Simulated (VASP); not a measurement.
Here is a VASP 6.6.1 calculation.

Contents of INCAR:

```
SYSTEM = CaO
PREC = Accurate
ENCUT = 520
EDIFF = 1E-6
ISMEAR = 0
SIGMA = 0.05
LREAL = .False.
LASPH = .True.
NELM = 100
ALGO = Normal
ISIF = 2
LWAVE = .False.
LCHARG = .False.
GGA = PE
NBANDS = 15
```

Contents of KPOINTS:

```
regular mesh
0
Gamma
  8 8 8
  0 0 0
```

POSCAR

```
CaO
1.0
    0.0000000000      2.3755300000      2.3755300000
    2.3755300000      0.0000000000      2.3755300000
    2.3755300000      2.3755300000      0.0000000000
Ca O
1 1
Direct
    0.0000000000      0.0000000000      0.0000000000
    0.5000000000      0.5000000000      0.5000000000
```

Potentials or basis: VASP PAW PBE potentials, release 64 (Ca_sv, O).

Run with:

```console
$ cat potpaw_PBE.64/Ca_sv/POTCAR potpaw_PBE.64/O/POTCAR > POTCAR
$ mpirun -np 1 vasp_std > vasp.out
```

Question: What does it give for the band gap on the k mesh?

Answer: 3.62 eV, indirect (least direct gap 3.99 eV).

Question: Predict the pressure.

Answer: 6.5 GPa.

Caveat: the cell differs from its parent crystal (strain -0.030 along x and y, -0.030 along z). A k mesh can miss the band edges.
